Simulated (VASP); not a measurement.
Set up this calculation in VASP 6.6.1, as the native input.

| Quantity | Value |
| --- | --- |
| Task | single point |
| Functional | PBEsol |
| Potentials or basis | VASP PAW PBE potentials, release 64 (Be) |
| Cutoff | 520 eV |
| k mesh | 24 × 24 × 24 |
| Occupations | fermi-dirac, width 0.05 eV |
| Spin | no spin polarisation |
| Dipole correction | no |
| Further INCAR settings | ALGO = Normal; EDIFF = 1e-07; NBANDS = 7 |

The structure of Be lies in POSCAR:

```
Be
1.0
    1.5975360785      0.0000000000      0.0000000000
    0.0000000000      1.5975360785      0.0000000000
    0.0000000000      0.0000000000      1.5975360785
Be
1
Direct
    0.0000000000      0.0000000000      0.0000000000
```

This isn't the form of Be at room conditions, which is hcp.

The input as run:

INCAR

```
PREC = Accurate
ENCUT = 520
EDIFF = 1E-7
ISMEAR = -1
SIGMA = 0.05
LREAL = False
LASPH = True
NELM = 80
ALGO = Normal
ISIF = 2
LWAVE = False
LCHARG = True
GGA = PS
LELF = True
LVHAR = True
NBANDS = 7
```

KPOINTS

```
Automatic mesh
0
Gamma
  24 24 24
```

Potentials or basis: VASP PAW PBE potentials, release 64 (Be).

Command:

```console
$ cat potpaw_PBE.64/Be/POTCAR > POTCAR
$ mpirun -np 1 vasp_std > vasp.out
```

It gave:

| Property | Result |
| --- | --- |
| Pressure | 293.6 GPa |
| Band gap on the k mesh | zero (bands 1 and 2 overlap by 9.96 eV) |

Caveat: the cell stands under pressure; the PAW data sets were made with another functional, which shifts forces and pressure a little.

Wall time 6.9 s on 1 thread of Intel(R) Xeon(R) Platinum 8559C (Emerald Rapids), on a shared host, peak memory 0.11 GiB.
